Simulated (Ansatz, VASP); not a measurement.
## Ge2P in VASP and in Ansatz

```
Ge P
1.0
     0.00000    3.13096    3.13096
     3.13096    0.00000    3.13096
     3.13096    3.13096    0.00000
Ge P
2 1
Direct
  0.25000 0.25000 0.25000
  0.75000 0.75000 0.75000
  0.00000 0.00000 0.00000
```

Change from the starting cell: species swapped into the K2Te type (Fm-3m, No. 225).

Alike in both runs: functional PBE; k mesh 12 × 12 × 12; occupations gaussian, width 0.1 eV; no spin polarisation.

Ansatz relaxed the structure, and its values are those at the end. VASP's run is a single point on that final structure, the one shown.

```csv
,VASP,Ansatz
version,VASP 6.6.1,Ansatz 0.2.0
potentials or method,"VASP PAW PBE potentials, release 64 (Ge_d, P), cutoff 520 eV","scalar-relativistic, plane waves, PAW"
valence electrons in the cell,33,33
```

```csv
,VASP,Ansatz,Ansatz less VASP
gap on the k mesh at the Fermi level (eV),none,none,-
pressure (GPa),-0.1,0.0,+0.06
```

A gap of «none» marks a metal or a gap that the smearing closes. The functional is the same, so the differences come from potentials, cutoffs and numerics.
